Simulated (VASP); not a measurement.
# Be2C in VASP: a series of runs

The runs below take Be2C through single point, with PBE, r2SCAN.

All numbers are computed with VASP 6.6.1; they aren't measurements. Logs are shortened: lines on timing, memory, paths and dates and some standing lists are left out, and cuts for length are marked.

## (1) The cell of the first run

Symmetry: Fm-3m, No. 225, cubic system. The conventional cell has a = 4.192 Å, b = 4.192 Å, c = 4.192 Å, α = 90.00°, β = 90.00°, γ = 90.00°. C (site symmetry m-3m) has 8 Be at 1.82 Å within 2.4 Å. Be (site symmetry -43m) has 4 C at 1.82 Å and 6 Be at 2.10 Å within 2.4 Å.

## (2) Single point, PBE (strain -3.0%)

INCAR reads:

```
SYSTEM = Be2C
ALGO     = Normal         ! electronic algorithm
EDIFF    = 1E-6           ! SCF threshold, eV
ENCUT    = 600            ! plane-wave cutoff, eV
GGA      = PE             ! functional
GGA_COMPAT= .False.      
ISIF     = 2              ! what is computed and relaxed
ISMEAR   = -1             ! smearing method
LASPH    = .True.         ! aspherical terms in the spheres
LCHARG   = .False.        ! write CHGCAR
LREAL    = .False.        ! projectors in reciprocal space
LWAVE    = .False.        ! write WAVECAR
NBANDS   = 11             ! bands
NELM     = 120            ! most SCF steps
PREC     = Accurate       ! precision mode
SIGMA    = 0.02           ! smearing width, eV
```

KPOINTS reads:

```
k-points
0
Gamma
  10 10 10
  0 0 0
```

POSCAR reads:

```
Be2C
1.0
    0.0000000000      2.0961031665      2.0961031665
    2.0961031665      0.0000000000      2.0961031665
    2.0961031665      2.0961031665      0.0000000000
C Be
1 2
Direct
    0.0000000000      0.0000000000      0.0000000000
    0.2500000000      0.2500000000      0.2500000000
    0.7500000000      0.7500000000      0.7500000000
```

Potentials or basis: VASP PAW PBE potentials, release 64 (C, Be).

Launch:

```
$ cat potpaw_PBE.64/C/POTCAR potpaw_PBE.64/Be/POTCAR > POTCAR
$ mpirun -np 1 vasp_std > vasp.out
```

OUTCAR:

```text
SYSTEM = Be2C
   EDIFF = 1E-6
   ENCUT = 600
   GGA = PE
   ISIF = 2
   ISMEAR = -1
   LASPH = .True.
   LREAL = .False.
   NELM = 120
   PREC = Accurate

 ion  position               nearest neighbor table
   1  0.000  0.000  0.000-   3 1.82   3 1.82   3 1.82   2 1.82   3 1.82   2 1.82   2 1.82   2 1.82

   2  0.250  0.250  0.250-   1 1.82   1 1.82   1 1.82   1 1.82   3 2.10   3 2.10   3 2.10   3 2.10
                             3 2.10   3 2.10
   3  0.750  0.750  0.750-   1 1.82   1 1.82   1 1.82   1 1.82   2 2.10   2 2.10   2 2.10   2 2.10
                             2 2.10   2 2.10

  LATTYP: Found a face centered cubic cell.
 ALAT       =     4.1922063330

  Lattice vectors:

 A1 = (   0.0000000000,   2.0961031665,   2.0961031665)
 A2 = (   2.0961031665,   0.0000000000,   2.0961031665)
 A3 = (   2.0961031665,   2.0961031665,   0.0000000000)

Analysis of symmetry for initial positions (statically):
=====================================================================
 Subroutine PRICEL returns:
 Original cell was already a primitive cell.

 Routine SETGRP: Setting up the symmetry group for a
 face centered cubic supercell.

 Subroutine GETGRP returns: Found 48 space group operations
[... 9 lines left out ...]

 Routine SETGRP: Setting up the symmetry group for a
 face centered cubic supercell.

 Subroutine GETGRP returns: Found 48 space group operations
 (whereof 48 operations were pure point group operations)
 out of a pool of 48 trial point group operations.

The dynamic configuration has the point symmetry O_h .

 Subroutine INISYM returns: Found 48 space group operations
 (whereof 48 operations are pure point group operations),
 and found     1 'primitive' translations

----------------------------------------------------------------------------------------

                                     Primitive cell

  volume of cell :      18.4191

  direct lattice vectors                    reciprocal lattice vectors
     0.000000000  2.096103166  2.096103166    -0.238537877  0.238537877  0.238537877
     2.096103166  0.000000000  2.096103166     0.238537877 -0.238537877  0.238537877
     2.096103166  2.096103166  0.000000000     0.238537877  0.238537877 -0.238537877

  length of vectors
     2.964337526  2.964337526  2.964337526     0.413159723  0.413159723  0.413159723

  position of ions in fractional coordinates (direct lattice)
     0.000000000  0.000000000  0.000000000
     0.250000000  0.250000000  0.250000000
     0.750000000  0.750000000  0.750000000

  ion indices of the primitive-cell ions
   primitive index   ion index
                 1           1
                 2           2
[... 77 lines left out ...]
   IBRION =     -1    ionic relax: 0-MD 1-quasi-New 2-CG
   NFREE  =      0    steps in history (QN), initial steepest desc. (CG)
   ISIF   =      2    stress and relaxation
   ISYM   =      2    0-nonsym 1-usesym 2-fastsym
   POTIM  = 0.5000    time-step for ionic-motion
   TEBEG  =    0.0;   TEEND  =   0.0 temperature during run
   PSTRESS=    0.0 pullay stress
   NELECT =       8.0000    total number of electrons
   NUPDOWN=      -1.0000    fix difference up-down
   EMIN   =  10.00;   EMAX   =-10.00  energy-range for DOS
   EFERMI =   0.00;   METHOD = LEGACY
   ISMEAR =    -1;   SIGMA  =   0.02  broadening in eV -4-tet -1-fermi 0-gaus
   EFERMI_NEDOS =   21; number of points for ismear=-14 and -15
   IALGO  =     38    algorithm
   IMIX   =      4    mixing-type and parameters
     AMIX     =   0.40;   BMIX     =  1.00
     AMIX_MAG =   1.60;   BMIX_MAG =  1.00
  volume/ion in A,a.u.               =       6.14        41.43
  Fermi-wavevector in a.u.,A,eV,Ry     =   1.239792  2.342867 20.913301  1.537084
  Thomas-Fermi vector in A             =   2.374260
   LORBIT       =      0    0 simple, 1 ext, 2 COOP (PROOUT), +10 PAW based schemes
   GGA     = PE    functional components
   LHFCALC =     F    Hartree Fock is set to
   AEXX    =    0.0000 exact exchange contribution
   IVDW    =     0    specifies the selected vdW correction
   LEPSILON=     F    determine dielectric tensor
   LRPA    =     F    only Hartree local field effects (RPA)
 non-spin polarized calculation
  energy-cutoff  :      600.00
  volume of cell :       18.42
 maximum number of plane-waves:       636
   NGX = 11   NGY = 11   NGZ = 11

 number of electron       7.9999999 magnetization

 Free energy of the ion-electron system (eV)
  ---------------------------------------------------
  ext. energy  EPLUGINS =         0.00000000
  ---------------------------------------------------
  free energy    TOTEN  =       -17.32844634 eV

  energy without entropy =      -17.32844634  energy(sigma->0) =      -17.32844634

 E-fermi :   9.0873     XC(G=0): -11.8210

 val. band max:        8.7020144912   @ k =   0.0000   0.0000   0.0000
 cond. band min:       9.8987735053   @ k =   0.5000   0.5000   0.0000
 fundamental gap:      1.1967590140
 Fermi energy:         9.0872688708

 k-point     1 :       0.0000    0.0000    0.0000
  band No.  band energies     occupation
      1      -7.0602      2.00000
      2       8.7020      2.00000
      3       8.7020      2.00000
      4       8.7020      2.00000
      5      13.0100      0.00000
      6      13.0100      0.00000
      7      13.0100      0.00000
      8      16.5512      0.00000
      9      22.6380      0.00000
     10      22.6380      0.00000
     11      22.6380      0.00000
[... 309 lines left out ...]
 k-point    24 :       0.4000    0.3000    0.0000
  band No.  band energies     occupation
      1      -4.4288      2.00000
      2       2.9033      2.00000
      3       4.2291      2.00000
      4       4.3253      2.00000
      5      11.5622      0.00000
      6      15.0235      0.00000
      7      19.7048      0.00000
      8      19.9658      0.00000
      9      23.9135      0.00000
     10      26.8469      0.00000
     11      27.6897      0.00000

 [... further k-points ...]
[... 5 lines left out ...]
  --------------------------------------------------------------------------------------
  -------------------------------------------------------------------------------------
  Total        2.6687943      2.6687943      2.6687943     -0.0000000     -0.0000000      0.0000000
  in kB      232.1441388    232.1441388    232.1441388     -0.0000000     -0.0000000      0.0000000
  external PRESSURE =     232.1441388 kB  Pullay stress =       0.0000000 kB

 VOLUME and BASIS-vectors are now :
 -----------------------------------------------------------------------------
  energy-cutoff  :      600.00
  volume of cell :       18.42
      direct lattice vectors                 reciprocal lattice vectors
     0.000000000  2.096103166  2.096103166    -0.238537877  0.238537877  0.238537877
     2.096103166  0.000000000  2.096103166     0.238537877 -0.238537877  0.238537877
     2.096103166  2.096103166  0.000000000     0.238537877  0.238537877 -0.238537877

 POSITION                                       TOTAL-FORCE (eV/Angst)
 -----------------------------------------------------------------------------------
      0.00000      0.00000      0.00000        -0.000000     -0.000000     -0.000000
      1.04805      1.04805      1.04805         0.000000      0.000000      0.000000
      3.14415      3.14415      3.14415        -0.000000     -0.000000     -0.000000
 -----------------------------------------------------------------------------------
    total drift:                               -0.000000     -0.000000      0.000000

  FREE ENERGIE OF THE ION-ELECTRON SYSTEM (eV)
  ---------------------------------------------------
  free  energy   TOTEN  =       -17.3284463358 eV

  energy  without entropy=      -17.3284463358  energy(sigma->0) =      -17.32844634
```

Run time: 4.9 s. Hardware: 1 thread of Intel Xeon Platinum 8488C (Sapphire Rapids), shared host; peak memory 0.13 GiB.

Results:

- Free energy: -17.3284 eV
- Pressure: 23.2 GPa
- Band gap on the k mesh: 1.20 eV, indirect (least direct gap 4.31 eV)

Levels at points of the mesh, in eV from the valence-band top:
```tsv
k point	band 2	band 3	band 4	band 5	band 6	band 7
(0.00, 0.00, 0.00)	0.00	0.00	0.00	4.31	4.31	4.31
(0.50, 0.00, 0.00)	-9.35	-1.99	-1.99	5.19	5.19	8.08
(0.50, 0.50, 0.00)	-7.13	-5.14	-5.14	1.20	6.41	14.32
```

Caveat: the cell differs from its parent crystal (strain -3.0%). A k mesh can miss the band edges.

## (3) Single point, r2SCAN (strain -3.0%)

POSCAR is that of step 2.

INCAR.step1 reads:

```
SYSTEM = Be2C
PREC     = Accurate       ! precision mode
ENCUT    = 660            ! plane-wave cutoff, eV
ISMEAR   = 0              ! smearing method
SIGMA    = 0.01           ! smearing width, eV
LREAL    = .FALSE.        ! projectors in reciprocal space
LASPH    = .TRUE.         ! aspherical terms in the spheres
NELM     = 120            ! most SCF steps
NBANDS   = 11             ! bands
GGA      = PE             ! functional
ALGO     = Normal         ! electronic algorithm
EDIFF    = 1E-5           ! SCF threshold, eV
LWAVE    = .TRUE.         ! write WAVECAR
LCHARG   = .FALSE.        ! write CHGCAR
GGA_COMPAT= .FALSE.
```

INCAR.step2 reads:

```
SYSTEM = Be2C
PREC     = Accurate       ! precision mode
ENCUT    = 660            ! plane-wave cutoff, eV
EDIFF    = 1E-6           ! SCF threshold, eV
ISMEAR   = 0              ! smearing method
SIGMA    = 0.01           ! smearing width, eV
LREAL    = .FALSE.        ! projectors in reciprocal space
LASPH    = .TRUE.         ! aspherical terms in the spheres
NELM     = 120            ! most SCF steps
ALGO     = Normal         ! electronic algorithm
ISIF     = 2              ! what is computed and relaxed
LWAVE    = .FALSE.        ! write WAVECAR
LCHARG   = .FALSE.        ! write CHGCAR
METAGGA  = R2SCAN         ! meta-GGA
LMIXTAU  = .TRUE.       
NBANDS   = 11             ! bands
ISTART   = 1            
GGA_COMPAT= .FALSE.
```

KPOINTS reads:

```
regular mesh
0
G
  10 10 10
  0 0 0
```

Potentials or basis: VASP PAW PBE potentials, release 64 (C, Be).

Launch:

```
$ cat potpaw_PBE.64/C/POTCAR potpaw_PBE.64/Be/POTCAR > POTCAR
$ cp INCAR.step1 INCAR
$ mpirun -np 1 vasp_std > vasp.out
$ cp INCAR.step2 INCAR
$ mpirun -np 1 vasp_std > vasp.out
```

Run time: 36 s. Hardware: 1 thread of Intel Xeon Platinum 8488C (Sapphire Rapids), shared host; peak memory 0.16 GiB.

It converged, with:

```
Free energy            : -19.3521 eV
Pressure               : 22.8 GPa
Band gap on the k mesh : 1.57 eV, indirect (least direct gap 4.81 eV)
```

Levels at points of the mesh, in eV from the valence-band top:
```tsv
k point	band 1	band 2	band 3	band 4	band 5	band 6	band 7	band 8
(0.00, 0.00, 0.00)	-16.68	0.00	0.00	0.00	4.81	4.81	4.81	8.57
(0.50, 0.00, 0.00)	-13.48	-9.71	-2.06	-2.06	5.73	5.73	8.67	11.46
(0.50, 0.50, 0.00)	-12.65	-7.50	-5.33	-5.33	1.57	6.87	15.52	15.52
```

Caveat: the cell differs from its parent crystal (strain -3.0%); the PAW data sets were made with another functional, which shifts forces and pressure a little. A k mesh can miss the band edges.

[end of part 1 of 2]
